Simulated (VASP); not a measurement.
# SiO2 (P4_32_12) in VASP: single point with PBE

Aim: the single point of SiO2 with PBE.

All numbers are computed with VASP 6.6.1; they aren't measurements. Logs are shortened: lines on timing, memory, paths and dates and some standing lists are left out, and cuts for length are marked.

**1. The cell of the first run**

Symmetry: P4_32_12, No. 96, tetragonal system. Conventional cell: a = 4.933 Å, b = 4.933 Å, c = 6.465 Å, α = 90.00°, β = 90.00°, γ = 90.00°. Within 2.2 Å of Si (site symmetry 2) lie 4 O at 1.62 Å. O (site symmetry 1) has 2 Si at 1.62 Å within 2.2 Å.

**2. Single point, PBE**

Input file INCAR:

```
SYSTEM = SiO2
  PREC = Accurate
  ENCUT = 520
  EDIFF = 1E-6
  ISMEAR = 0
  SIGMA = 0.05
  LREAL = Auto
  LASPH = .TRUE.
  NELM = 80
  ALGO = Normal
  ISIF = 2
  LWAVE = .FALSE.
  LCHARG = .TRUE.
  GGA = PE
  LELF = .TRUE.
  LVHAR = .TRUE.
  NBANDS = 158
```

Input file KPOINTS:

```
Automatic mesh
0
G
  2 2 2
  0 0 0
```

Input file POSCAR:

```
SiO2
1.0
   -4.9329000000      4.9329000000      6.4645000000
    4.9329000000     -4.9329000000      6.4645000000
    4.9329000000      4.9329000000     -6.4645000000
Si O
16 32
Direct
    0.6588530000      0.1588520000      0.3177050000
    0.1588520000      0.6588530000      0.3177050000
    0.1588520000      0.1588520000      0.8177050000
    0.6588530000      0.6588530000      0.8177050000
    0.7838530000      0.4661480000      0.0000000000
    0.2838520000      0.9661470000      0.0000000000
    0.2838520000      0.4661480000      0.5000000000
    0.7838530000      0.9661470000      0.5000000000
    0.0911480000      0.0911480000      0.1822950000
    0.5911480000      0.5911480000      0.1822950000
    0.5911480000      0.0911480000      0.6822950000
    0.0911480000      0.5911480000      0.6822950000
    0.7161470000      0.0338530000      0.0000000000
    0.2161480000      0.5338530000      0.0000000000
    0.2161480000      0.0338530000      0.5000000000
    0.7161470000      0.5338530000      0.5000000000
    0.0832500000      0.0351350000      0.3164550000
    0.5832500000      0.5351350000      0.3164550000
    0.5832500000      0.0351350000      0.8164550000
    0.0832500000      0.5351350000      0.8164550000
    0.6601350000      0.3436800000      0.4518850000
    0.1601350000      0.8436800000      0.4518850000
    0.1601350000      0.3436800000      0.9518850000
    0.6601350000      0.8436800000      0.9518850000
    0.4686800000      0.0167950000      0.1835450000
    0.9686800000      0.5167950000      0.1835450000
    0.9686800000      0.0167950000      0.6835450000
    0.4686800000      0.5167950000      0.6835450000
    0.6417950000      0.4582500000      0.0481150000
    0.1417950000      0.9582500000      0.0481150000
    0.1417950000      0.4582500000      0.5481150000
    0.6417950000      0.9582500000      0.5481150000
    0.7917500000      0.1082050000      0.4518850000
    0.2917500000      0.6082050000      0.4518850000
    0.2917500000      0.1082050000      0.9518850000
    0.7917500000      0.6082050000      0.9518850000
    0.7148650000      0.1667500000      0.1835450000
    0.2148650000      0.6667500000      0.1835450000
    0.2148650000      0.1667500000      0.6835450000
    0.7148650000      0.6667500000      0.6835450000
    0.9063200000      0.0898650000      0.0481150000
    0.4063200000      0.5898650000      0.0481150000
    0.4063200000      0.0898650000      0.5481150000
    0.9063200000      0.5898650000      0.5481150000
    0.2332050000      0.2813200000      0.3164550000
    0.7332050000      0.7813200000      0.3164550000
    0.7332050000      0.2813200000      0.8164550000
    0.2332050000      0.7813200000      0.8164550000
```

Potentials or basis: VASP PAW PBE potentials, release 64 (Si, O).

The run is started by

```
$ cat potpaw_PBE.64/Si/POTCAR potpaw_PBE.64/O/POTCAR > POTCAR
$ mpirun -np 1 vasp_std > vasp.out
```

OUTCAR:

```text
SYSTEM = SiO2
   PREC = Accurate
   ENCUT = 520
   EDIFF = 1E-6
   ISMEAR = 0
   LREAL = Auto
   LASPH = .TRUE.
   NELM = 80
   ISIF = 2
   GGA = PE

 ion  position               nearest neighbor table
   1  0.659  0.159  0.318-  37 1.62  25 1.62  33 1.62  21 1.62  13 3.02   8 3.02   6 3.02  16 3.02

   2  0.159  0.659  0.318-  26 1.62  38 1.62  22 1.62  34 1.62   5 3.02  15 3.02   7 3.02  14 3.02

   3  0.159  0.159  0.818-  27 1.62  39 1.62  35 1.62  23 1.62   8 3.02   6 3.02  15 3.02  14 3.02

   4  0.659  0.659  0.818-  40 1.62  28 1.62  24 1.62  36 1.62  16 3.02   5 3.02  13 3.02   7 3.02

   5  0.784  0.466  0.000-  36 1.62  29 1.62  26 1.62  47 1.62   2 3.02  11 3.02  10 3.02   4 3.02

   6  0.284  0.966  0.000-  30 1.62  35 1.62  48 1.62  25 1.62  12 3.02   9 3.02   3 3.02   1 3.02

   7  0.284  0.466  0.500-  31 1.62  34 1.62  28 1.62  45 1.62  12 3.02   9 3.02   2 3.02   4 3.02

   8  0.784  0.966  0.500-  32 1.62  33 1.62  27 1.62  46 1.62   3 3.02  10 3.02   1 3.02  11 3.02

   9  0.091  0.091  0.182-  45 1.62  17 1.62  30 1.62  41 1.62   6 3.02   7 3.02  15 3.02  13 3.02

  10  0.591  0.591  0.182-  46 1.62  18 1.62  29 1.62  42 1.62   8 3.02  14 3.02   5 3.02  16 3.02
[... 43 lines left out ...]
  47  0.733  0.281  0.816-  11 1.62   5 1.62
  48  0.233  0.781  0.816-  12 1.62   6 1.62

  LATTYP: Found a body centered tetragonal cell.
 ALAT       =     9.8658000000
 C/A-ratio  =     1.3104867319

  Lattice vectors:

 A1 = (  -4.9329000000,   4.9329000000,   6.4645000000)
 A2 = (   4.9329000000,  -4.9329000000,   6.4645000000)
 A3 = (   4.9329000000,   4.9329000000,  -6.4645000000)

Analysis of symmetry for initial positions (statically):
=====================================================================
 Subroutine PRICEL returns following result:

  LATTYP: Found a simple tetragonal cell.
 ALAT       =     4.9329000000
 C/A-ratio  =     1.3104867319

  Lattice vectors:

 A1 = (   0.0000000000,   4.9329000000,   0.0000000000)
 A2 = (   4.9329000000,   0.0000000000,   0.0000000000)
 A3 = (   0.0000000000,   0.0000000000,  -6.4645000000)

   4 primitive cells build up your supercell.

 Routine SETGRP: Setting up the symmetry group for a
 body centered tetragonal supercell.

 Subroutine GETGRP returns: Found  8 space group operations
 (whereof  2 operations were pure point group operations)
 out of a pool of 16 trial point group operations.

The static configuration has the point symmetry C_2 .
 The point group associated with its full space group is D_4 .

Analysis of symmetry for dynamics (positions and initial velocities):
=====================================================================
 Subroutine PRICEL returns following result:

  LATTYP: Found a simple tetragonal cell.
 ALAT       =     4.9329000000
 C/A-ratio  =     1.3104867319

  Lattice vectors:

 A1 = (   0.0000000000,   4.9329000000,   0.0000000000)
 A2 = (   4.9329000000,   0.0000000000,   0.0000000000)
 A3 = (   0.0000000000,   0.0000000000,  -6.4645000000)

   4 primitive cells build up your supercell.

 Routine SETGRP: Setting up the symmetry group for a
 body centered tetragonal supercell.

 Subroutine GETGRP returns: Found  8 space group operations
 (whereof  2 operations were pure point group operations)
 out of a pool of 16 trial point group operations.

The dynamic configuration has the point symmetry C_2 .
 The point group associated with its full space group is D_4 .

 Subroutine INISYM returns: Found  8 space group operations
 (whereof  2 operations are pure point group operations),
 and found     4 'primitive' translations

----------------------------------------------------------------------------------------

                                     Primitive cell

  volume of cell :     157.3039

  direct lattice vectors                    reciprocal lattice vectors
     0.000000000  4.932900000  0.000000000     0.000000000  0.202720509  0.000000000
     4.932900000  0.000000000  0.000000000     0.202720509  0.000000000  0.000000000
     0.000000000  0.000000000 -6.464500000     0.000000000  0.000000000 -0.154691005

  length of vectors
     4.932900000  4.932900000  6.464500000     0.202720509  0.202720509  0.154691005

  position of ions in fractional coordinates (direct lattice)
     0.817706000  0.817704000  0.500000000
     0.317706000  0.682294000  0.750000000
     0.182295000  0.182295000  0.999999000
     0.682294000  0.317706000  0.250000000
     0.364570000  0.268340000  0.198070000
     0.768340000  0.135430000  0.448070000
     0.635430000  0.731660000  0.698070000
     0.231660000  0.864570000  0.948070000
     0.135430000  0.768340000  0.551930000
     0.731660000  0.635430000  0.301930000
     0.864570000  0.231660000  0.051930000
     0.268340000  0.364570000  0.801930000

  ion indices of the primitive-cell ions
   primitive index   ion index
                 1           1
                 2           8
                 3          11
                 4          13
                 5          18
                 6          21
                 7          25
                 8          32
                 9          33
                10          37
                11          43
                12          46

----------------------------------------------------------------------------------------

 KPOINTS: Automatic mesh

Automatic generation of k-mesh.
 Grid dimensions read from file:
 generate k-points for:    2    2    2

 Generating k-lattice:

  Cartesian coordinates                     Fractional coordinates (reciprocal lattice)
     0.000000000  0.050680127  0.038672751     0.500000000  0.000000000  0.000000000
     0.050680127  0.000000000  0.038672751     0.000000000  0.500000000  0.000000000
     0.050680127  0.050680127  0.000000000     0.000000000  0.000000000  0.500000000

  Length of vectors
     0.063749957  0.063749957  0.071672523

  Shift w.r.t. Gamma in fractional coordinates (k-lattice)
     0.000000000  0.000000000  0.000000000

 Subroutine IBZKPT returns following result:
 ===========================================

 Found      4 irreducible k-points:

 Following reciprocal coordinates:
            Coordinates               Weight
  0.000000  0.000000  0.000000      1.000000
  0.500000  0.000000  0.000000      4.000000
  0.500000  0.500000  0.000000      2.000000
  0.500000  0.500000  0.500000      1.000000
   k-points           NKPTS =      4   k-points in BZ     NKDIM =      4   number of bands    NBANDS=    158
   number of dos      NEDOS =    301   number of ions     NIONS =     48
   total plane-waves  NPLWV = 373248
   dimension x,y,z NGX =    72 NGY =   72 NGZ =   72
   dimension x,y,z NGXF=   144 NGYF=  144 NGZF=  144
   ions per type =              16  32
   NGX,Y,Z   is equivalent  to a cutoff of  12.59, 12.59, 12.59 a.u.
   NGXF,Y,Z  is equivalent  to a cutoff of  25.17, 25.17, 25.17 a.u.
 SYSTEM =  SiO2
   PREC   = accura    normal or accurate (medium, high low for compatibility)
   ISTART =      0    job   : 0-new  1-cont  2-samecut
   ICHARG =      2    charge: 1-file 2-atom 10-const
   ISPIN  =      1    spin polarized calculation?
   LNONCOLLINEAR =      F non collinear calculations
   LSORBIT =      F    spin-orbit coupling
   LASPH  =      T    aspherical Exc in radial PAW
   ENCUT  =  520.0 eV  38.22 Ry    6.18 a.u.  17.68 17.68 17.68*2*pi/ulx,y,z
   NELM   =     80;   NELMIN=  2; NELMDL= -5     # of ELM steps
   EDIFF  = 0.1E-05   stopping-criterion for ELM
   LREAL  =      T    real-space projection
   EDIFFG = 0.1E-04   stopping-criterion for IOM
   NSW    =      0    number of steps for IOM
   IBRION =     -1    ionic relax: 0-MD 1-quasi-New 2-CG
   NFREE  =      0    steps in history (QN), initial steepest desc. (CG)
   ISIF   =      2    stress and relaxation
   ISYM   =      2    0-nonsym 1-usesym 2-fastsym
   POTIM  = 0.5000    time-step for ionic-motion
   TEBEG  =    0.0;   TEEND  =   0.0 temperature during run
   PSTRESS=    0.0 pullay stress
   NELECT =     256.0000    total number of electrons
   NUPDOWN=      -1.0000    fix difference up-down
   EMIN   =  10.00;   EMAX   =-10.00  energy-range for DOS
   EFERMI =   0.00;   METHOD = LEGACY
   ISMEAR =     0;   SIGMA  =   0.05  broadening in eV -4-tet -1-fermi 0-gaus
   EFERMI_NEDOS =   21; number of points for ismear=-14 and -15
   IALGO  =     38    algorithm
   IMIX   =      4    mixing-type and parameters
     AMIX     =   0.40;   BMIX     =  1.00
     AMIX_MAG =   1.60;   BMIX_MAG =  1.00
  volume/ion in A,a.u.               =      13.11        88.46
  Fermi-wavevector in a.u.,A,eV,Ry     =   1.213077  2.292383 20.021726  1.471555
  Thomas-Fermi vector in A             =   2.348540
   LORBIT       =      0    0 simple, 1 ext, 2 COOP (PROOUT), +10 PAW based schemes
   GGA     = PE    functional components
   LHFCALC =     F    Hartree Fock is set to
   AEXX    =    0.0000 exact exchange contribution
   IVDW    =     0    specifies the selected vdW correction
   LEPSILON=     F    determine dielectric tensor
   LRPA    =     F    only Hartree local field effects (RPA)
 non-spin polarized calculation
 Gauss-broadening in eV      SIGMA  =   0.05
  energy-cutoff  :      520.00
  volume of cell :      629.22
 maximum number of plane-waves:     16973
 NGX is ok and might be reduce to    72
   NGX = 35   NGY = 35   NGZ = 35

 number of electron     255.9999998 magnetization

 Free energy of the ion-electron system (eV)
  ---------------------------------------------------
  ext. energy  EPLUGINS =         0.00000000
  ---------------------------------------------------
  free energy    TOTEN  =      -378.59020018 eV

  energy without entropy =     -378.59020018  energy(sigma->0) =     -378.59020018

 E-fermi :   1.1528     XC(G=0):  -8.9763

 val. band max:        0.8415313899   @ k =   0.0000   0.0000   0.0000
 cond. band min:       6.5478533576   @ k =   0.0000   0.0000   0.0000
 fundamental gap:      5.7063219678
 Fermi energy:         1.1527732745

 k-point     1 :       0.0000    0.0000    0.0000
  band No.  band energies     occupation
      1     -18.6788      2.00000
      2     -18.1839      2.00000
      3     -18.1839      2.00000
      4     -18.1838      2.00000
      5     -18.1838      2.00000
      6     -17.7220      2.00000
[... 561 lines left out ...]
    139      10.0008      0.00000
    140      10.0008      0.00000
 [bands above 140 left out]

------------------------ aborting loop because EDIFF is reached ----------------------------------------

  FORCE on cell =-STRESS in cart. coord.  units (eV):
  Direction    XX          YY          ZZ          XY          YZ          ZX
  --------------------------------------------------------------------------------------
  -------------------------------------------------------------------------------------
  Total       12.1954114     12.1954114     25.2217433      0.0000000     -0.0000000      0.0000000
  in kB       31.0532802     31.0532802     64.2223406      0.0000000     -0.0000000      0.0000000
  external PRESSURE =      42.1096337 kB  Pullay stress =       0.0000000 kB

 VOLUME and BASIS-vectors are now :
 -----------------------------------------------------------------------------
  energy-cutoff  :      520.00
  volume of cell :      629.22
      direct lattice vectors                 reciprocal lattice vectors
    -4.932900000  4.932900000  6.464500000     0.000000000  0.101360255  0.077345502
     4.932900000 -4.932900000  6.464500000     0.101360255  0.000000000  0.077345502
     4.932900000  4.932900000 -6.464500000     0.101360255  0.101360255  0.000000000

 POSITION                                       TOTAL-FORCE (eV/Angst)
 -----------------------------------------------------------------------------------
     -0.89925      4.03366      3.23225        -0.002360     -0.002360      0.000000
      4.03366     -0.89925      3.23225        -0.002360     -0.002360      0.000000
      4.03366      4.03366     -3.23226        -0.002360     -0.002360      0.000000
      4.03366      4.03366      3.23226        -0.002360     -0.002360      0.000000
     -1.56721      1.56721      8.08063         0.002360     -0.002360      0.000000
      3.36569     -3.36569      8.08062         0.002360     -0.002360      0.000000
[... 40 lines left out ...]
      1.79839      6.25659      1.28042         0.009091      0.053881      0.195025
      6.73129      1.32369      1.28042         0.009091      0.053881      0.195025
 -----------------------------------------------------------------------------------
    total drift:                               -0.002556      0.014318      0.173540

  FREE ENERGIE OF THE ION-ELECTRON SYSTEM (eV)
  ---------------------------------------------------
  free  energy   TOTEN  =      -378.5902001846 eV

  energy  without entropy=     -378.5902001846  energy(sigma->0) =     -378.59020018
```

Run time: 16 min. Hardware: 1 thread of Oxide Virtual Turin-like, shared host; peak memory 0.8 GiB.

Results:

```
Free energy            : -378.5902 eV
Pressure               : 4.2 GPa
Largest force          : 0.203 eV/Å
Band gap on the k mesh : 5.71 eV
```

Forces in eV/Å, atoms in the order of the input:
```
Si  -0.002 -0.002  0.000
Si  -0.002 -0.002  0.000
Si  -0.002 -0.002  0.000
Si  -0.002 -0.002  0.000
Si   0.002 -0.002  0.000
Si   0.002 -0.002  0.000
Si   0.002 -0.002  0.000
Si   0.002 -0.002  0.000
Si   0.002  0.002  0.000
Si   0.002  0.002  0.000
Si   0.002  0.002  0.000
Si   0.002  0.002  0.000
Si  -0.002  0.002  0.000
Si  -0.002  0.002  0.000
Si  -0.002  0.002  0.000
Si  -0.002  0.002  0.000
O    0.054  0.009 -0.195
O    0.054  0.009 -0.195
O    0.054  0.009 -0.195
O    0.054  0.009 -0.195
O   -0.009  0.054 -0.195
O   -0.009  0.054 -0.195
O   -0.009  0.054 -0.195
O   -0.009  0.054 -0.195
O   -0.054 -0.009 -0.195
O   -0.054 -0.009 -0.195
O   -0.054 -0.009 -0.195
O   -0.054 -0.009 -0.195
O    0.009 -0.054 -0.195
O    0.009 -0.054 -0.195
O    0.009 -0.054 -0.195
O    0.009 -0.054 -0.195
O    0.054 -0.009  0.195
O    0.054 -0.009  0.195
O    0.054 -0.009  0.195
O    0.054 -0.009  0.195
O   -0.009 -0.054  0.195
O   -0.009 -0.054  0.195
O   -0.009 -0.054  0.195
O   -0.009 -0.054  0.195
O   -0.054  0.009  0.195
O   -0.054  0.009  0.195
O   -0.054  0.009  0.195
O   -0.054  0.009  0.195
O    0.009  0.054  0.195
O    0.009  0.054  0.195
O    0.009  0.054  0.195
O    0.009  0.054  0.195
```

Stress tensor (GPa, compression positive):
```
3.11 0.00 0.00
0.00 3.11 0.00
0.00 0.00 6.42
```

Caveat: the cell stands under pressure.
